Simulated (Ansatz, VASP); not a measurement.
# ZnInGaO4: VASP beside Ansatz

```xyz
42
Lattice="0.0000 5.8208 0.0000 0.0000 -1.9403 8.7134 10.0820 0.0000 0.0000" Properties=species:S:1:pos:R:3 pbc="T T T"
Zn    3.3607    0.0000    5.7086
Zn    1.6803    2.9104    5.7086
Zn    6.7213    0.0000    5.7086
Zn    5.0410    2.9104    5.7086
Zn    0.0000    0.0000    5.7086
Zn    8.4016    2.9104    5.7086
In    3.3607    0.0000    0.0724
In    1.6803    2.9104    0.0724
In    6.7213    0.0000    0.0724
In    5.0410    2.9104    0.0724
In    0.0000    0.0000    0.0724
In    8.4016    2.9104    0.0724
Ga    1.6803    0.9701    3.1464
Ga    5.0410    0.9701    3.1464
Ga    3.3607    3.8805    3.1464
Ga    8.4016    0.9701    3.1464
Ga    6.7213    3.8805    3.1464
Ga    0.0000    3.8805    3.1464
O     3.3607    0.0000    7.7151
O     1.6803    2.9104    7.7151
O     6.7213    0.0000    7.7151
O     5.0410    2.9104    7.7151
O     0.0000    0.0000    7.7151
O     8.4016    2.9104    7.7151
O     1.6803    0.9701    1.1682
O     5.0410    0.9701    1.1682
O     3.3607    3.8805    1.1682
O     8.4016    0.9701    1.1682
O     6.7213    3.8805    1.1682
O     0.0000    3.8805    1.1682
O     3.3607    0.0000    3.1817
O     1.6803    2.9104    3.1817
O     6.7213    0.0000    3.1817
O     5.0410    2.9104    3.1817
O     0.0000    0.0000    3.1817
O     8.4016    2.9104    3.1817
O     1.6803    0.9701    5.1479
O     5.0410    0.9701    5.1479
O     3.3607    3.8805    5.1479
O     8.4016    0.9701    5.1479
O     6.7213    3.8805    5.1479
O     0.0000    3.8805    5.1479
```

Alike in both runs: task single point; functional PBE; k mesh 2 × 2 × 1; occupations gaussian, width 0.05 eV; no spin polarisation.

```csv
,VASP,Ansatz
version,VASP 6.6.1,Ansatz 0.2.0
potentials or method,"VASP PAW PBE potentials, release 64 (Zn, In_d, Ga_d, O), cutoff 520 eV","scalar-relativistic, plane waves, PAW"
valence electrons in the cell,372,372
```

Ansatz gave:

| Quantity | Value |
| --- | --- |
| gap on the k mesh at the Fermi level (eV) | 1.06 |
| rms of the force components (eV/Å) | 0.024 |

Question: What did VASP give for the same quantities?

Answer: gap on the k mesh at the Fermi level (eV): 1.04; rms of the force components (eV/Å): 0.025.

Atom by atom the forces differ by 0.004 eV/Å (rms over components). Ansatz's warnings: structure snapped to symmetry.

The k mesh is coarse, so the values compare programs but aren't converged.
